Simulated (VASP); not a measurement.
Runs of VASP 6.6.1 on SrTl. The structure is that of space group Pm-3m (No. 221), or close to it. The cells are those of the table. 

| task | cell | cutoff (eV) | gap on the mesh (eV) | pressure (GPa) |
| --- | --- | --- | --- | --- |
| single point | a = 3.955 Å, 2 atoms | 520 | none | 0.1 |
| relaxation of cell and atoms | relaxed from a = 3.954 Å, 2 atoms | 600 | none | 0.0 |
| single point | a = 3.929 Å, 2 atoms | 520 | none | (a) |
| single point | a = 3.982 Å, 2 atoms | 520 | none | -0.5 |

Alike in all rows: level LDA; potentials or basis VASP PAW LDA potentials, release 64 (Sr_sv, Tl_d); no spin polarisation; k mesh 10 × 10 × 10; smearing fermi-dirac 0.15 eV.

Problem. Fill in the values left out.

Solution. (a) 0.9.

Caveats: spin-orbit coupling is left out, which moves the levels of the heavy elements.

A k mesh can miss the band edges, and the runs leave out spin-orbit coupling on Sr, Tl.

A gap of «none» marks levels without a gap at the run's occupations.
